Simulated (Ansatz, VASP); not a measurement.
# Ge: VASP beside Ansatz

```xyz
2
Lattice="0.0000 2.8837 2.8837 2.8837 0.0000 2.8837 2.8837 2.8837 0.0000" Properties=species:S:1:pos:R:3 pbc="T T T"
Ge    2.8837    2.8837    2.8837
Ge    4.3255    4.3255    4.3255
```

Alike in both runs: task single point; functional r2SCAN; k mesh 12 × 12 × 12; occupations gaussian, width 0.05 eV; no spin polarisation.

```csv
,VASP,Ansatz
version,VASP 6.6.1,Ansatz 0.2.0
potentials or method,"VASP PAW PBE potentials, release 64 (Ge_d), cutoff 520 eV","scalar-relativistic, plane waves, PAW"
valence electrons in the cell,28,28
```

|  | VASP | Ansatz | Ansatz less VASP |
| --- | --- | --- | --- |
| pressure (GPa) | -3.0 | -3.0 | -0.04 |

VASP's potentials were made for PBE, not for r2SCAN.
